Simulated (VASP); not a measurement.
# Ru (P6/mmm) in VASP: further runs

Ru is run at these levels: BLYP; tasks: single point.

All numbers are computed with VASP 6.6.1; they aren't measurements. Logs are shortened: lines on timing, memory, paths and dates and some standing lists are left out, and cuts for length are marked.

### Step 1. The cell of the first run

It takes space group P6/mmm (No. 191, hexagonal). Conventional cell: a = 4.389 Å, b = 4.389 Å, c = 2.769 Å, α = 90.00°, β = 90.00°, γ = 120.00°. Within 3.6 Å of Ru (site symmetry 6/mmm) lie 14 Ru at 2.77 to 2.89 Å. Ru (site symmetry -6m2) has 11 Ru at 2.53 to 2.89 Å within 3.3 Å.

### Step 2. Single point, BLYP (volume scaled by 1.04)

INCAR reads:

```
SYSTEM = Ru
PREC = Accurate ; ENCUT = 520
EDIFF = 1E-6 ; ISMEAR = -1
SIGMA = 0.1 ; LREAL = .FALSE.
LASPH = .TRUE. ; NELM = 100
ALGO = Normal ; ISIF = 2
LWAVE = .FALSE. ; LCHARG = .FALSE.
GGA = B5 ; ALDAX = 1.0
AGGAX = 1.0 ; AGGAC = 1.0
ALDAC = 0.0 ; NBANDS = 28
```

KPOINTS reads:

```
Automatic mesh
0
G
  10 10 13
  0 0 0
```

POSCAR reads:

```
Ru
1.0
    4.3889833946      0.0000000000      0.0000000000
   -2.1944916973      3.8009711166      0.0000000000
    0.0000000000      0.0000000000      2.7687220306
Ru
3
Direct
    0.0000000000      0.0000000000      0.0000000000
    0.3333333333      0.6666666667      0.5000000000
    0.6666666667      0.3333333333      0.5000000000
```

Potentials or basis: VASP PAW PBE potentials, release 64 (Ru_pv).

The run is started by

```
> cat potpaw_PBE.64/Ru_pv/POTCAR > POTCAR
> mpirun -np 1 vasp_std > vasp.out
```

OUTCAR:

```text
SYSTEM = Ru
   PREC = Accurate
   ENCUT = 520
   EDIFF = 1E-6
   ISMEAR = -1
   LREAL = .FALSE.
   LASPH = .TRUE.
   NELM = 100
   ISIF = 2
   GGA = B5

 ion  position               nearest neighbor table
   1  0.000  0.000  0.000-   2 2.89   3 2.89   2 2.89   3 2.89   3 2.89   3 2.89   2 2.89   2 2.89
                             3 2.89   3 2.89   2 2.89   2 2.89
   2  0.333  0.667  0.500-   3 2.53   3 2.53   3 2.53   1 2.89   1 2.89   1 2.89   1 2.89   1 2.89
                             1 2.89
   3  0.667  0.333  0.500-   2 2.53   2 2.53   2 2.53   1 2.89   1 2.89   1 2.89   1 2.89   1 2.89
                             1 2.89

  LATTYP: Found a hexagonal cell.
 ALAT       =     4.3889833946
 C/A-ratio  =     0.6308344739

  Lattice vectors:

 A1 = (   4.3889833946,   0.0000000000,   0.0000000000)
 A2 = (  -2.1944916973,   3.8009711166,   0.0000000000)
 A3 = (   0.0000000000,   0.0000000000,   2.7687220306)

Analysis of symmetry for initial positions (statically):
=====================================================================
 Subroutine PRICEL returns:
 Original cell was already a primitive cell.

 Routine SETGRP: Setting up the symmetry group for a
 hexagonal supercell.

 Subroutine GETGRP returns: Found 24 space group operations
 (whereof 24 operations were pure point group operations)
 out of a pool of 24 trial point group operations.

The static configuration has the point symmetry D_6h.

Analysis of symmetry for dynamics (positions and initial velocities):
=====================================================================
 Subroutine PRICEL returns:
 Original cell was already a primitive cell.

 Routine SETGRP: Setting up the symmetry group for a
 hexagonal supercell.

 Subroutine GETGRP returns: Found 24 space group operations
 (whereof 24 operations were pure point group operations)
 out of a pool of 24 trial point group operations.

The dynamic configuration has the point symmetry D_6h.

 Subroutine INISYM returns: Found 24 space group operations
 (whereof 24 operations are pure point group operations),
 and found     1 'primitive' translations

----------------------------------------------------------------------------------------

                                     Primitive cell

  volume of cell :      46.1889

  direct lattice vectors                    reciprocal lattice vectors
     4.388983395  0.000000000  0.000000000     0.227843195  0.131545330  0.000000000
    -2.194491697  3.800971117  0.000000000     0.000000000  0.263090660  0.000000000
[... 80 lines left out ...]
   ICHARG =      2    charge: 1-file 2-atom 10-const
   ISPIN  =      1    spin polarized calculation?
   LNONCOLLINEAR =      F non collinear calculations
   LSORBIT =      F    spin-orbit coupling
   LASPH  =      T    aspherical Exc in radial PAW
   ENCUT  =  520.0 eV  38.22 Ry    6.18 a.u.   8.16  8.16  5.15*2*pi/ulx,y,z
   NELM   =    100;   NELMIN=  2; NELMDL= -5     # of ELM steps
   EDIFF  = 0.1E-05   stopping-criterion for ELM
   LREAL  =      F    real-space projection
   EDIFFG = 0.1E-04   stopping-criterion for IOM
   NSW    =      0    number of steps for IOM
   IBRION =     -1    ionic relax: 0-MD 1-quasi-New 2-CG
   NFREE  =      0    steps in history (QN), initial steepest desc. (CG)
   ISIF   =      2    stress and relaxation
   ISYM   =      2    0-nonsym 1-usesym 2-fastsym
   POTIM  = 0.5000    time-step for ionic-motion
   TEBEG  =    0.0;   TEEND  =   0.0 temperature during run
   PSTRESS=    0.0 pullay stress
   NELECT =      42.0000    total number of electrons
   NUPDOWN=      -1.0000    fix difference up-down
   EMIN   =  10.00;   EMAX   =-10.00  energy-range for DOS
   EFERMI =   0.00;   METHOD = LEGACY
   ISMEAR =    -1;   SIGMA  =   0.10  broadening in eV -4-tet -1-fermi 0-gaus
   EFERMI_NEDOS =   21; number of points for ismear=-14 and -15
   IALGO  =     38    algorithm
   IMIX   =      4    mixing-type and parameters
     AMIX     =   0.40;   BMIX     =  1.00
     AMIX_MAG =   1.60;   BMIX_MAG =  1.00
  volume/ion in A,a.u.               =      15.40       103.90
  Fermi-wavevector in a.u.,A,eV,Ry     =   1.586032  2.997166 34.225426  2.515498
  Thomas-Fermi vector in A             =   2.685406
   LORBIT       =      0    0 simple, 1 ext, 2 COOP (PROOUT), +10 PAW based schemes
   GGA     = B5    functional components
   LHFCALC =     F    Hartree Fock is set to
   AEXX    =    0.0000 exact exchange contribution
   IVDW    =     0    specifies the selected vdW correction
   LEPSILON=     F    determine dielectric tensor
   LRPA    =     F    only Hartree local field effects (RPA)
 non-spin polarized calculation
  energy-cutoff  :      520.00
  volume of cell :       46.19
 maximum number of plane-waves:      1282
 NGX is ok and might be reduce to    36
   NGX = 17   NGY = 17   NGZ = 11

 number of electron      42.0000000 magnetization

 Free energy of the ion-electron system (eV)
  ---------------------------------------------------
  ext. energy  EPLUGINS =         0.00000000
  ---------------------------------------------------
  free energy    TOTEN  =       -23.12857223 eV

  energy without entropy =      -22.99024768  energy(sigma->0) =      -23.05940996

 E-fermi :  11.3534     XC(G=0): -12.6822

 val. band max:       11.3511190974   @ k =   0.0000   0.0000   0.3077
 cond. band min:      11.3560081055   @ k =   0.5000   0.0000   0.3077
 fundamental gap:      0.0048890081
 Fermi energy:        11.3534158833

 k-point     1 :       0.0000    0.0000    0.0000
  band No.  band energies     occupation
      1     -31.8134      2.00000
      2     -31.8134      2.00000
      3     -31.4636      2.00000
      4     -31.4636      2.00000
      5     -31.2854      2.00000
      6     -31.1042      2.00000
[... 733 lines left out ...]
     27      13.8196      0.00000
     28      21.0790      0.00000

 [... further k-points ...]
[... 5 lines left out ...]
  --------------------------------------------------------------------------------------
  -------------------------------------------------------------------------------------
  Total       -2.5505542     -2.5505542     -2.1678835      0.0000000     -0.0000000      0.0000000
  in kB      -88.4722914    -88.4722914    -75.1984091      0.0000000     -0.0000000      0.0000000
  external PRESSURE =     -84.0476640 kB  Pullay stress =       0.0000000 kB

 VOLUME and BASIS-vectors are now :
 -----------------------------------------------------------------------------
  energy-cutoff  :      520.00
  volume of cell :       46.19
      direct lattice vectors                 reciprocal lattice vectors
     4.388983395  0.000000000  0.000000000     0.227843195  0.131545330  0.000000000
    -2.194491697  3.800971117  0.000000000     0.000000000  0.263090660  0.000000000
     0.000000000  0.000000000  2.768722031     0.000000000  0.000000000  0.361177463

 POSITION                                       TOTAL-FORCE (eV/Angst)
 -----------------------------------------------------------------------------------
      0.00000      0.00000      0.00000         0.000000      0.000000     -0.000000
     -0.00000      2.53398      1.38436        -0.000000      0.000000      0.000000
      2.19449      1.26699      1.38436        -0.000000      0.000000     -0.000000
 -----------------------------------------------------------------------------------
    total drift:                                0.000000     -0.000000     -0.000000

  FREE ENERGIE OF THE ION-ELECTRON SYSTEM (eV)
  ---------------------------------------------------
  free  energy   TOTEN  =       -23.1285722335 eV

  energy  without entropy=      -22.9902476769  energy(sigma->0) =      -23.05940996
```

It took 47 s on 1 thread of Intel Xeon 6975P-C (Granite Rapids), shared host; peak memory 0.24 GiB.

Results:

```yaml
Free_energy: -23.1286 eV
Pressure: -8.4 GPa
Band_gap_on_the_k_mesh: zero (band 21 reaches 12.21 eV, above the bottom of band 22 at 10.20 eV)
```

Stress tensor (GPa, compression positive):
```
-8.85  0.00  0.00
 0.00 -8.85  0.00
 0.00  0.00 -7.52
```

Caveat: the PAW data sets were made with another functional, which shifts forces and pressure a little.

### Step 3. Single point, BLYP (volume scaled by 1.08)

INCAR reads:

```
  PREC = Accurate
  ENCUT = 520
  EDIFF = 1E-7
  ISMEAR = -1
  SIGMA = 0.1
  LREAL = False
  LASPH = True
  NELM = 80
  ALGO = Normal
  ISIF = 2
  LWAVE = False
  LCHARG = True
  GGA = B5
  ALDAX = 1.0
  AGGAX = 1.0
  AGGAC = 1.0
  ALDAC = 0.0
  LELF = True
  LVHAR = True
  NBANDS = 28
```

KPOINTS reads:

```
regular mesh
0
Gamma
  10 10 13
```

POSCAR reads:

```
Ru
1.0
    4.4445460449      0.0000000000      0.0000000000
   -2.2222730224      3.8490897832      0.0000000000
    0.0000000000      0.0000000000      2.8037728658
Ru
3
Direct
    0.0000000000      0.0000000000      0.0000000000
    0.3333333333      0.6666666667      0.5000000000
    0.6666666667      0.3333333333      0.5000000000
```

Potentials or basis: VASP PAW PBE potentials, release 64 (Ru_pv).

The run is started by

```
> cat potpaw_PBE.64/Ru_pv/POTCAR > POTCAR
> mpirun -np 1 vasp_std > vasp.out
```

Run time: 49 s. Hardware: 1 thread of Intel Xeon 6975P-C (Granite Rapids), shared host; peak memory 0.24 GiB.

The run converged. Its results:

- Free energy: -22.9957 eV
- Pressure: -15.5 GPa
- Band gap on the k mesh: zero (band 21 reaches 11.55 eV, above the bottom of band 22 at 9.65 eV)

Stress tensor (GPa, compression positive):
```
-16.28   0.00   0.00
  0.00 -16.28   0.00
  0.00   0.00 -13.95
```

Levels at points of the mesh, in eV from the Fermi level:
| k point | band 18 | band 19 | band 20 | band 21 | band 22 | band 23 | band 24 | band 25 |
| --- | --- | --- | --- | --- | --- | --- | --- | --- |
| (0.00, 0.00, 0.00) | -1.72 | -1.72 | -1.19 | -1.19 | -1.08 | -1.08 | 1.29 | 1.29 |
| (0.50, 0.00, 0.00) | -2.01 | -0.98 | -0.90 | 0.31 | 0.59 | 0.63 | 0.63 | 1.12 |

Caveat: the PAW data sets were made with another functional, which shifts forces and pressure a little.

### Step 4. Single point, BLYP (volume scaled by 1.12)

INCAR reads:

```
SYSTEM = Ru
PREC     = Accurate       ! precision mode
ENCUT    = 520            ! plane-wave cutoff, eV
EDIFF    = 1E-6           ! SCF threshold, eV
ISMEAR   = -1             ! smearing method
SIGMA    = 0.1            ! smearing width, eV
LREAL    = .FALSE.        ! projectors in reciprocal space
LASPH    = .TRUE.         ! aspherical terms in the spheres
NELM     = 80             ! most SCF steps
ALGO     = Normal         ! electronic algorithm
ISIF     = 2              ! what is computed and relaxed
LWAVE    = .FALSE.        ! write WAVECAR
LCHARG   = .TRUE.         ! write CHGCAR
GGA      = B5             ! functional
ALDAX    = 1.0          
AGGAX    = 1.0          
AGGAC    = 1.0          
ALDAC    = 0.0          
LELF     = .TRUE.         ! ELF
LVHAR    = .TRUE.       
NBANDS   = 28             ! bands
```

KPOINTS reads:

```
regular mesh
0
G
  10 10 13
  0 0 0
```

POSCAR reads:

```
Ru
1.0
    4.4987531683      0.0000000000      0.0000000000
   -2.2493765841      3.8960345291      0.0000000000
    0.0000000000      0.0000000000      2.8379685880
Ru
3
Direct
    0.0000000000      0.0000000000      0.0000000000
    0.3333333333      0.6666666667      0.5000000000
    0.6666666667      0.3333333333      0.5000000000
```

The run is started by

```
> cat potpaw_PBE.64/Ru_pv/POTCAR > POTCAR
> mpirun -np 1 vasp_std > vasp.out
```

Run time: 49 s. Hardware: 1 thread of Intel Xeon 6975P-C (Granite Rapids), shared host; peak memory 0.24 GiB.

It converged, with:

```yaml
Free_energy: -22.7930 eV
Pressure: -21.0 GPa
Band_gap_on_the_k_mesh: zero (band 21 reaches 10.94 eV, above the bottom of band 22 at 9.15 eV)
```

Stress tensor (GPa, compression positive):
```
-22.09   0.00   0.00
  0.00 -22.09   0.00
  0.00   0.00 -18.97
```

Levels at points of the mesh, in eV from the Fermi level:
| k point | band 17 | band 18 | band 19 | band 20 | band 21 | band 22 | band 23 | band 24 | band 25 | band 26 |
| --- | --- | --- | --- | --- | --- | --- | --- | --- | --- | --- |
| (0.00, 0.00, 0.00) | -2.14 | -1.63 | -1.63 | -1.12 | -1.12 | -1.02 | -1.02 | 1.21 | 1.21 | 8.21 |
| (0.50, 0.00, 0.00) | -2.01 | -1.91 | -0.92 | -0.85 | 0.29 | 0.55 | 0.59 | 0.59 | 1.06 | 1.35 |

Caveat: the PAW data sets were made with another functional, which shifts forces and pressure a little.

### Step 5. Overview

| cell | gap on the mesh (eV) | pressure (GPa) |
| --- | --- | --- |
| a = 4.389, b = 4.389, c = 2.769 Å, angles 90.0, 90.0, 120.0°, 3 atoms | none | -8.4 |
| a = 4.445, b = 4.445, c = 2.804 Å, angles 90.0, 90.0, 120.0°, 3 atoms | none | -15.5 |
| a = 4.499, b = 4.499, c = 2.838 Å, angles 90.0, 90.0, 120.0°, 3 atoms | none | -21.0 |

Alike in all rows: task single point; level BLYP; potentials or basis VASP PAW PBE potentials, release 64 (Ru_pv); no spin polarisation; k mesh 10 × 10 × 13; cutoff (eV) 520; smearing fermi-dirac 0.1 eV.

Caveats: the PAW data sets were made with another functional, which shifts forces and pressure a little.

Total energies depend on the potentials used, so only differences within one code and one set of settings carry meaning.
